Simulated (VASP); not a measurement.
# In in VASP: settings compared, part 2 of 2

VASP 6.6.1.

**4. Single point, r2SCAN**

This run uses another cell than the first one, of 26.54 Å³/atom.

File POSCAR:

```
In
1.0
    3.3354847820      0.0000000000      0.0000000000
   -1.6677423910      2.8886145552      0.0000000000
    0.0000000000      0.0000000000      5.5091429200
In
2
Direct
    0.3333333300      0.6666666700      0.2500000000
    0.6666666700      0.3333333300      0.7500000000
```

File INCAR.step1:

```
PREC = Accurate ; ENCUT = 550
ISMEAR = 0 ; SIGMA = 0.05
LREAL = False ; LASPH = True
NELM = 120 ; NBANDS = 20
GGA = PE ; ALGO = Normal
EDIFF = 1E-5 ; LWAVE = True
LCHARG = False ; GGA_COMPAT = False
```

File INCAR.step2:

```
PREC = Accurate ; ENCUT = 550
EDIFF = 1E-6 ; ISMEAR = 0
SIGMA = 0.05 ; LREAL = False
LASPH = True ; NELM = 120
ALGO = Normal ; ISIF = 2
LWAVE = False ; LCHARG = False
METAGGA = R2SCAN ; LMIXTAU = True
NBANDS = 20 ; ISTART = 1
GGA_COMPAT = False
```

File KPOINTS:

```
Automatic mesh
0
Gamma
  12 12 6
```

Potentials or basis: VASP PAW PBE potentials, release 64 (In_d).

On the command line:

```
$ cat potpaw_PBE.64/In_d/POTCAR > POTCAR
$ cp INCAR.step1 INCAR
$ mpirun -np 1 vasp_std > vasp.out
$ cp INCAR.step2 INCAR
$ mpirun -np 1 vasp_std > vasp.out
```

OUTCAR:

```text
PREC = Accurate
   ENCUT = 550
   EDIFF = 1E-6
   ISMEAR = 0
   LREAL = False
   LASPH = True
   NELM = 120
   ISIF = 2
   METAGGA = R2SCAN
   ISTART = 1

 ion  position               nearest neighbor table
   1  0.333  0.667  0.250-   2 3.36   2 3.36   2 3.36   2 3.36   2 3.36   2 3.36
   2  0.667  0.333  0.750-   1 3.36   1 3.36   1 3.36   1 3.36   1 3.36   1 3.36

  LATTYP: Found a hexagonal cell.
 ALAT       =     3.3354847820
 C/A-ratio  =     1.6516768266

  Lattice vectors:

 A1 = (   3.3354847820,   0.0000000000,   0.0000000000)
 A2 = (  -1.6677423910,   2.8886145552,   0.0000000000)
 A3 = (   0.0000000000,   0.0000000000,   5.5091429200)

Analysis of symmetry for initial positions (statically):
=====================================================================
 Subroutine PRICEL returns:
 Original cell was already a primitive cell.

 Routine SETGRP: Setting up the symmetry group for a
 hexagonal supercell.

 Subroutine GETGRP returns: Found 24 space group operations
 (whereof 12 operations were pure point group operations)
 out of a pool of 24 trial point group operations.

The static configuration has the point symmetry D_3d.
 The point group associated with its full space group is D_6h.

Analysis of symmetry for dynamics (positions and initial velocities):
=====================================================================
 Subroutine PRICEL returns:
 Original cell was already a primitive cell.

 Routine SETGRP: Setting up the symmetry group for a
 hexagonal supercell.

 Subroutine GETGRP returns: Found 24 space group operations
 (whereof 12 operations were pure point group operations)
 out of a pool of 24 trial point group operations.

The dynamic configuration has the point symmetry D_3d.
 The point group associated with its full space group is D_6h.

 Subroutine INISYM returns: Found 24 space group operations
[... 106 lines left out ...]
   TEBEG  =    0.0;   TEEND  =   0.0 temperature during run
   PSTRESS=    0.0 pullay stress
   NELECT =      26.0000    total number of electrons
   NUPDOWN=      -1.0000    fix difference up-down
   EMIN   =  10.00;   EMAX   =-10.00  energy-range for DOS
   EFERMI =   0.00;   METHOD = LEGACY
   ISMEAR =     0;   SIGMA  =   0.05  broadening in eV -4-tet -1-fermi 0-gaus
   EFERMI_NEDOS =   21; number of points for ismear=-14 and -15
   IALGO  =     38    algorithm
   IMIX   =      4    mixing-type and parameters
     AMIX     =   0.40;   BMIX     =  1.00
     AMIX_MAG =   1.60;   BMIX_MAG =  1.00
  volume/ion in A,a.u.               =      26.54       179.10
  Fermi-wavevector in a.u.,A,eV,Ry     =   1.290491  2.438675 22.658704  1.665368
  Thomas-Fermi vector in A             =   2.422320
   LORBIT       =      0    0 simple, 1 ext, 2 COOP (PROOUT), +10 PAW based schemes
   METAGGA = R2SCAN    functional components
   LHFCALC =     F    Hartree Fock is set to
   AEXX    =    0.0000 exact exchange contribution
   IVDW    =     0    specifies the selected vdW correction
   LEPSILON=     F    determine dielectric tensor
   LRPA    =     F    only Hartree local field effects (RPA)
 non-spin polarized calculation
 Gauss-broadening in eV      SIGMA  =   0.05
  energy-cutoff  :      550.00
  volume of cell :       53.08
 maximum number of plane-waves:      1574
 NGX is ok and might be reduce to    28
   NGX = 13   NGY = 13   NGZ = 21

 number of electron      26.0000008 magnetization

 Free energy of the ion-electron system (eV)
  ---------------------------------------------------
  ext. energy  EPLUGINS =         0.00000000
  ---------------------------------------------------
  free energy    TOTEN  =       -45.11922841 eV

  energy without entropy =      -45.11837103  energy(sigma->0) =      -45.11879972

 E-fermi :   7.3233     XC(G=0): -11.0055

 val. band max:        7.3014182450   @ k =   0.4167   0.1667   0.1667
 cond. band min:       7.3552464607   @ k =   0.2500   0.2500   0.1667
 fundamental gap:      0.0538282157
 Fermi energy:         7.3233054227

 k-point     1 :       0.0000    0.0000    0.0000
  band No.  band energies     occupation
      1      -7.9638      2.00000
      2      -7.9006      2.00000
      3      -7.8659      2.00000
      4      -7.8659      2.00000
      5      -7.8377      2.00000
      6      -7.8377      2.00000
[... 541 lines left out ...]
     19      16.1706      0.00000
     20      18.1460      0.00000

 [... further k-points ...]
[... 5 lines left out ...]
  --------------------------------------------------------------------------------------
  -------------------------------------------------------------------------------------
  Total       -0.0553847     -0.0553847     -0.1038708      0.0000000      0.0000000      0.0000000
  in kB       -1.6717370     -1.6717370     -3.1352444      0.0000000      0.0000000      0.0000000
  external PRESSURE =      -2.1595728 kB  Pullay stress =       0.0000000 kB

 VOLUME and BASIS-vectors are now :
 -----------------------------------------------------------------------------
  energy-cutoff  :      550.00
  volume of cell :       53.08
      direct lattice vectors                 reciprocal lattice vectors
     3.335484782  0.000000000  0.000000000     0.299806495  0.173093360  0.000000000
    -1.667742391  2.888614555  0.000000000     0.000000000  0.346186721  0.000000000
     0.000000000  0.000000000  5.509142920     0.000000000  0.000000000  0.181516438

 POSITION                                       TOTAL-FORCE (eV/Angst)
 -----------------------------------------------------------------------------------
     -0.00000      1.92574      1.37729        -0.000000      0.000000      0.000000
      1.66774      0.96287      4.13186         0.000000     -0.000000      0.000000
 -----------------------------------------------------------------------------------
    total drift:                               -0.000002      0.000001      0.000000

  FREE ENERGIE OF THE ION-ELECTRON SYSTEM (eV)
  ---------------------------------------------------
  free  energy   TOTEN  =       -45.1192284128 eV

  energy  without entropy=      -45.1183710332  energy(sigma->0) =      -45.11879972
```

OUTCAR.step1:

```text
PREC = Accurate
   ENCUT = 550
   ISMEAR = 0
   LREAL = False
   LASPH = True
[... 777 lines left out ...]
     -0.00000      1.92574      1.37729         0.000000     -0.000000      0.000000
      1.66774      0.96287      4.13186        -0.000000      0.000000      0.000000
 -----------------------------------------------------------------------------------
    total drift:                               -0.000003      0.000001      0.000000

  FREE ENERGIE OF THE ION-ELECTRON SYSTEM (eV)
  ---------------------------------------------------
  free  energy   TOTEN  =        -5.0973008395 eV

  energy  without entropy=       -5.0960685721  energy(sigma->0) =       -5.09668471
```

Wall time 7.2 min (1 thread of Intel Xeon 8259CL, shared host); peak memory 0.23 GiB.

What came out:

```
Free energy            : -45.1192 eV
Pressure               : -0.2 GPa
Band gap on the k mesh : zero (bands 13 and 14 overlap by 6.52 eV)
```

Caveat: the PAW data sets were made with another functional, which shifts forces and pressure a little; spin-orbit coupling is left out, which moves the levels of the heavy elements.

**5. The runs side by side**

```tsv
level	cell	cutoff (eV)	gap on the mesh (eV)	pressure (GPa)
PBE	a = 3.160, b = 3.160, c = 5.219 Å, angles 90.0, 90.0, 120.0°, 2 atoms, atomic positions A	500	none	12.0
PBE	a = 3.335, b = 3.335, c = 5.509 Å, angles 90.0, 90.0, 120.0°, 2 atoms, atomic positions B	500	none	1.5
r2SCAN	a = 3.335, b = 3.335, c = 5.509 Å, angles 90.0, 90.0, 120.0°, 2 atoms, atomic positions A	550	none	-0.2
```

Alike in all rows: task single point; potentials or basis VASP PAW PBE potentials, release 64 (In_d); no spin polarisation; k mesh 12 × 12 × 6; smearing gaussian 0.05 eV.

Caveats: spin-orbit coupling is left out, which moves the levels of the heavy elements; the cell stands under pressure (at least some runs); the PAW data sets were made with another functional, which shifts forces and pressure a little (at least some runs).

Total energies depend on the potentials used, so only differences within one code and one set of settings carry meaning.

The gap in the log of VASP goes by the Fermi energy; the results here count the filled bands.